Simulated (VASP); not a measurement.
A run of VASP 6.6.1 is set up as follows.

INCAR

```
SYSTEM = ZnS
ALGO     = Normal         ! electronic algorithm
EDIFF    = 1E-6           ! SCF threshold, eV
ENCUT    = 500            ! plane-wave cutoff, eV
GGA      = PS             ! functional
GGA_COMPAT= .False.      
ISIF     = 2              ! what is computed and relaxed
ISMEAR   = -1             ! smearing method
LASPH    = .True.         ! aspherical terms in the spheres
LCHARG   = .False.        ! write CHGCAR
LREAL    = .False.        ! projectors in reciprocal space
LWAVE    = .False.        ! write WAVECAR
NBANDS   = 16             ! bands
NELM     = 120            ! most SCF steps
PREC     = Accurate       ! precision mode
SIGMA    = 0.025          ! smearing width, eV
```

KPOINTS

```
Automatic mesh
0
Gamma
  6 6 6
  0.5 0.5 0.5
```

File POSCAR:

```
ZnS
1.0
    3.2787670000      0.0000000000      0.0000000000
    0.0000000000      3.2787670000      0.0000000000
    0.0000000000      0.0000000000      3.2787670000
S Zn
1 1
Direct
    0.0000000000      0.0000000000      0.0000000000
    0.5000000000      0.5000000000      0.5000000000
```

Potentials or basis: VASP PAW PBE potentials, release 64 (S, Zn).

Command:

```console
$ cat potpaw_PBE.64/S/POTCAR potpaw_PBE.64/Zn/POTCAR > POTCAR
$ mpirun -np 1 vasp_std > vasp.out
```

Task: Predict the band gap on the k mesh.

Result: 0.11 eV, indirect (least direct gap 0.78 eV).

Task: What does it give for the pressure?

Result: -8.5 GPa.

Caveat: the PAW data sets were made with another functional, which shifts forces and pressure a little. A k mesh can miss the band edges.
